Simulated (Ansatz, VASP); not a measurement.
**Two plane-wave programs on ZrCl5**

```
CELL_PARAMETERS angstrom
6.66984 0.00000 0.00000
0.00000 6.66984 0.00000
0.00000 0.00000 6.66984
ATOMIC_POSITIONS crystal
Zr 0.00000 0.00000 0.00000
Cl 0.79825 0.79825 0.79825
Cl 0.20175 0.20175 0.79825
Cl 0.20175 0.79825 0.20175
Cl 0.79825 0.20175 0.20175
Cl 0.50000 0.50000 0.50000
```

Alike in both runs: functional PBE; k mesh 4 × 4 × 4; occupations gaussian, width 0.1 eV; no spin polarisation.

Ansatz relaxed the structure, and its values are those at the end. VASP's run is a single point on that final structure, the one shown.

|  | VASP | Ansatz |
| --- | --- | --- |
| version | VASP 6.6.1 | Ansatz 0.2.0 |
| potentials or method | VASP PAW PBE potentials, release 64 (Zr_sv, Cl), cutoff 520 eV | scalar-relativistic, plane waves, PAW |
| valence electrons in the cell | 47 | 47 |

```tsv
	VASP	Ansatz	Ansatz less VASP
pressure (GPa)	0.0	0.0	+0.05
rms of the force components (eV/Å)	0.004	0.001	-0.0030
```

The functional is the same, so the differences come from potentials, cutoffs and numerics.
